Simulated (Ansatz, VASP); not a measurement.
## Pt: VASP beside Ansatz

INCAR

```
PREC = Accurate
ENCUT = 520
EDIFF = 1E-6
ISMEAR = -1
SIGMA = 0.1
LREAL = False
LASPH = True
NELM = 100
ALGO = Normal
ISIF = 2
LWAVE = False
LCHARG = False
NBANDS = 11
```

KPOINTS

```
regular mesh
0
Gamma
  17 17 17
```

Contents of POSCAR:

```
Pt
1.0
    2.3351435665      0.0000000000      0.0000000000
    0.0000000000      2.3351435665      0.0000000000
    0.0000000000      0.0000000000      2.3351435665
Pt
1
Direct
    0.0000000000      0.0000000000      0.0000000000
```

Input for Ansatz:

```yaml
crystal:
  lattice:
    - [2.3351435665, 0.0, 0.0]
    - [0.0, 2.3351435665, 0.0]
    - [0.0, 0.0, 2.3351435665]
  atoms:
    - { symbol: Pt, position: [0.0, 0.0, 0.0] }
kpoints:
  mp_grid: { grid: [17, 17, 17] }
scf:
  occupations: { method: fermi_dirac, width: 0.1 }
hamiltonian:
  xc: lda
  pseudopotentials: { kind: paw }
output:
  forces: true
  stress: true
  eigenvalues: true
  populations: true
```

Change from the starting cell: volume scaled by 0.75, PAW files.

Alike in both runs: task single point; functional LDA; k mesh 17 × 17 × 17; occupations fermi-dirac, width 0.1 eV; no spin polarisation.

|  | VASP | Ansatz |
| --- | --- | --- |
| version | VASP 6.6.1 | Ansatz 0.2.0 |
| potentials or method | VASP PAW LDA potentials, release 64 (Pt) | PAW with Ansatz's default frozen-core files, scalar-relativistic |
| plane-wave cutoff (eV) | 520 | 420 |
| valence electrons in the cell | 10 | 18 |

```csv
,VASP,Ansatz,Ansatz less VASP
pressure (GPa),141.7,140.7,-0.98
```

LDA's correlation is that of Perdew and Zunger in VASP and of Perdew and Wang (1992) in Ansatz. Both programs put the cell under a high pressure, so it lies far from rest at this level. VASP's potentials hold 10 valence electrons a cell and Ansatz's 18, so a difference there can come from the potentials and not from the codes.

Neither program's run includes spin-orbit coupling. Noted on VASP's run: the cell as given lies far from equilibrium.
